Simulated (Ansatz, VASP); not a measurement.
## Sr in VASP and in Ansatz

INCAR

```
SYSTEM = Sr
  ALGO = Fast
  EDIFF = 1E-6
  ENCUT = 520
  GGA = PS
  ISIF = 2
  ISMEAR = 0
  LASPH = .True.
  LCHARG = .True.
  LELF = .True.
  LREAL = .False.
  LVHAR = .True.
  LWAVE = .False.
  NBANDS = 17
  NELM = 100
  PREC = Accurate
  SIGMA = 0.15
```

The input KPOINTS:

```
k-points
0
Gamma
  15 15 8
  0 0 0
```

POSCAR

```
Sr
1.0
    4.2453502174      0.0000000000      0.0000000000
   -2.1226751087      3.6765811362      0.0000000000
    0.0000000000      0.0000000000      7.0500000000
Sr
2
Direct
    0.3333333333      0.6666666667      0.2500000000
    0.6666666667      0.3333333333      0.7500000000
```

Input for Ansatz:

```yaml
crystal:
  lattice:
    - [4.2453502174, 0.0, 0.0]
    - [-2.1226751087, 3.6765811362, 0.0]
    - [0.0, 0.0, 7.05]
  atoms:
    - { symbol: Sr, position: [0.3333333333, 0.6666666667, 0.25] }
    - { symbol: Sr, position: [0.6666666667, 0.3333333333, 0.75] }
basis:
  ecutwfc: 420
kpoints:
  mp_grid: { grid: [15, 15, 8] }
hamiltonian:
  xc: pbesol
scf:
  occupations: { method: gaussian, width: 0.15 }
output:
  forces: true
  stress: true
  eigenvalues: true
```

Change from the starting cell: strain -0.015 along x and y, +0.000 along z, atoms carried along.

Alike in both runs: task single point; functional PBEsol; k mesh 15 × 15 × 8; occupations gaussian, width 0.15 eV; no spin polarisation.

```csv
,VASP,Ansatz
version,VASP 6.6.1,Ansatz 0.2.0
potentials or method,"VASP PAW PBE potentials, release 64 (Sr_sv), cutoff 520 eV","scalar-relativistic, plane waves, PAW"
valence electrons in the cell,20,20
```

```tsv
	VASP	Ansatz	Ansatz less VASP
gap on the k mesh at the Fermi level (eV)	none	none	-
pressure (GPa)	-0.5	-0.6	-0.01
traceless stress, the component that is largest in VASP (GPa)	-0.17	-0.16	+0.002
```

VASP's potentials were made for PBE, not for PBEsol. A gap of «none» marks a metal or a gap that the smearing closes. The functional is the same, so the differences come from potentials, cutoffs and numerics.
